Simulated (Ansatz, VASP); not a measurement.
Li3SeF in VASP and in Ansatz

```xyz
5
Lattice="3.9995 0.0000 0.0000 0.0000 3.9995 0.0000 0.0000 0.0000 4.0138" Properties=species:S:1:pos:R:3 pbc="T T T"
Li    1.9997    0.0000    2.0043
Li    1.9997    1.9997   -0.0012
Li    0.0000    1.9997    2.0043
Se    0.0000    0.0000    0.0042
F     1.9997    1.9997    2.0091
```

Alike in both runs: functional PBE; k mesh 4 × 4 × 4; occupations gaussian, width 0.1 eV; no spin polarisation.

Ansatz relaxed the structure, and its values are those at the end. VASP's run is a single point on that final structure, the one shown.

|  | VASP | Ansatz |
| --- | --- | --- |
| version | VASP 6.6.1 | Ansatz 0.2.0 |
| potentials or method | VASP PAW PBE potentials, release 64 (Li_sv, Se, F), cutoff 520 eV | scalar-relativistic, plane waves, PAW |
| valence electrons in the cell | 22 | 32 |

VASP gave:

| Quantity | Value |
| --- | --- |
| gap on the k mesh at the Fermi level (eV) | 3.70 |
| least direct gap on the mesh (eV) | 4.02 |

Q: Which values does Ansatz return?

A: gap on the k mesh at the Fermi level (eV): 3.69; least direct gap on the mesh (eV): 4.02.

VASP's potentials hold 22 valence electrons a cell and Ansatz's 32, so a difference there can come from the potentials and not from the codes.

Noted on VASP's run: the cutoff is short for stress, so the pressure is rough.
